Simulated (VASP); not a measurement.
**Ti2W: single point with PBE**

Crystal: Ti2W.

```xyz
6
Lattice="3.7950 0.0000 0.0000 0.0000 3.7950 0.0000 0.0000 0.0000 5.7904" Properties=species:S:1:pos:R:3 pbc="T T T"
Ti    0.0000    0.0000    0.0000
Ti    1.8975    1.8975    0.0000
Ti    0.0000    1.8975    1.5634
Ti    1.8975    0.0000    4.2270
W     0.0000    1.8975    4.0533
W     1.8975    0.0000    1.7371
```

- Program: VASP 6.6.1
- Task: single point
- Functional: PBE
- Potentials or basis: VASP PAW PBE potentials, release 64 (Ti_sv, W_sv)
- Cutoff: 550 eV
- k mesh: 6 × 6 × 4
- Occupations: gaussian, width 0.1 eV
- Spin: no spin polarisation
- Dipole correction: no
- Second try: not_converged
- Further INCAR settings: ALGO = All; EDIFF = 1e-06; NBANDS = 47

```json
{
  "Pressure": "53.2 GPa",
  "Largest force": "2.708 eV/Å",
  "Band gap on the k mesh": "zero (bands 38 and 39 overlap by 1.14 eV)"
}
```

Forces on the atoms (eV/Å):
```
Ti   0.000  0.000  0.000
Ti   0.000  0.000  0.000
Ti   0.000  0.000  2.708
Ti   0.000  0.000 -2.708
W    0.000  0.000 -1.326
W    0.000  0.000  1.326
```

Stress tensor (GPa, compression positive):
```
50.86  0.00  0.00
 0.00 50.86  0.00
 0.00  0.00 57.83
```

Levels at points of the mesh, in eV from the Fermi level:
```csv
k point,band 35,band 36,band 37,band 38,band 39,band 40,band 41,band 42
"(0.00, 0.00, 0.00)",-2.29,-1.92,-0.76,0.36,1.00,1.00,1.42,1.42
"(0.50, 0.00, 0.00)",-1.28,-1.28,-0.53,-0.53,-0.38,-0.38,0.79,0.79
"(0.50, 0.50, 0.00)",-0.43,-0.43,0.09,0.09,0.25,0.25,0.55,0.55
"(0.00, 0.00, 0.50)",-1.44,-0.31,-0.31,0.13,0.50,0.50,0.85,1.38
"(0.50, 0.00, 0.50)",-1.35,-1.35,-0.99,-0.99,-0.53,-0.53,-0.19,-0.19
"(0.50, 0.50, 0.50)",-0.10,-0.10,0.03,0.03,0.13,0.13,0.17,0.17
```

Run time: 88 s on 4 MPI ranks on AMD EPYC 7R13 Processor (Zen 3) (shared host), peak memory 0.34 GiB a rank.

Caveat: the stress differs along the axes, from 51 to 58 GPa; spin-orbit coupling is left out, which moves the levels of the heavy elements; forces of over 1 eV/Å act on the atoms, so gaps and moduli don't describe the material at rest.
